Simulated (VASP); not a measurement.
# In: single point with BLYP

The system is In.

```
In
1.0
     0.00000    2.49546    2.49546
     2.49546    0.00000    2.49546
     2.49546    2.49546    0.00000
In
1
Direct
  0.00000 0.00000 0.00000
```

* Program: VASP 6.6.1
* Task: single point
* Functional: BLYP
* Potentials or basis: VASP PAW PBE potentials, release 64 (In_d)
* Cutoff: 520 eV
* k mesh: 12 × 12 × 12
* Occupations: fermi-dirac, width 0.1 eV
* Spin: no spin polarisation
* Dipole correction: no
* Further INCAR settings: ALGO = Normal; EDIFF = 1e-06; NBANDS = 12

The pressure is 0.0 GPa.

Levels at points of the mesh, in eV from the Fermi level:
```tsv
k point	band 4	band 5	band 6	band 7	band 8	band 9
(0.00, 0.00, 0.00)	-14.44	-14.44	-8.46	8.83	8.83	8.83
(0.50, 0.00, 0.00)	-14.34	-14.34	-4.36	-2.57	7.06	7.06
(0.50, 0.50, 0.00)	-14.32	-14.32	-2.59	-1.64	3.59	3.59
```

Run time: 24 s on 1 thread of Intel Xeon 6975P-C (shared host), peak memory 0.17 GiB.

Caveat: the PAW data sets were made with another functional, which shifts forces and pressure a little; spin-orbit coupling is left out, which moves the levels of the heavy elements.
